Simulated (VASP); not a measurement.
The system is TaSnBr.

```
Ta Sn Br
1.0
     3.05355    0.00000    0.00000
     0.00000    4.33583    0.00000
     0.00000    0.00000    6.04303
Ta Sn Br
1 1 1
Direct
  0.00000 0.00000 0.00000
  0.50000 0.50000 0.50000
  0.50000 0.50000 0.00000
```

The cell was generated, and may not be a known phase.

```yaml
Program: VASP 6.6.1
Task: relaxation of cell and atoms
Functional: PBE
Potentials_or_basis: VASP PAW PBE potentials, release 64 (Ta_pv, Sn_d, Br)
Cutoff: 600 eV
k_mesh: 16 × 10 × 8
Occupations: gaussian, width 0.1 eV
Spin: no spin polarisation
```

At the start: pressure 0.1 GPa; volume 26.67 Å³/atom.

Q: How do energy, volume and symmetry change on relaxing?

A: Over 5 steps the energy falls by 3.7 meV/atom and the volume is 26.88 Å³/atom (+0.8 %); space group Pmmm (No. 47, to 0.1 Å) before and after.

Step by step:
| step | energy change (eV) | largest force (eV/Å) | pressure (GPa) | volume (Å³) |
| --- | --- | --- | --- | --- |
| 1 | 0.0000 | 0.0000 | 0.08 | 80.01 |
| 2 | -0.0101 | 0.0000 | 0.30 | 80.15 |
| 3 | -0.0104 | 0.0000 | 0.36 | 80.19 |
| 4 | -0.0109 | 0.0000 | -0.26 | 80.95 |
| 5 | -0.0112 | 0.0000 | -0.01 | 80.65 |

Final structure:
```cif
data_structure
_symmetry_space_group_name_H-M 'P 1'
_symmetry_Int_Tables_number 1
_cell_length_a 3.0134
_cell_length_b 4.4136
_cell_length_c 6.0641
_cell_angle_alpha 90.000
_cell_angle_beta 90.000
_cell_angle_gamma 90.000
_cell_volume 80.65
loop_
_atom_site_label
_atom_site_type_symbol
_atom_site_fract_x
_atom_site_fract_y
_atom_site_fract_z
_atom_site_occupancy
Ta1 Ta 0.00000 0.00000 0.00000 1
Sn1 Sn 0.50000 0.50000 0.50000 1
Br1 Br 0.50000 0.50000 0.00000 1
```
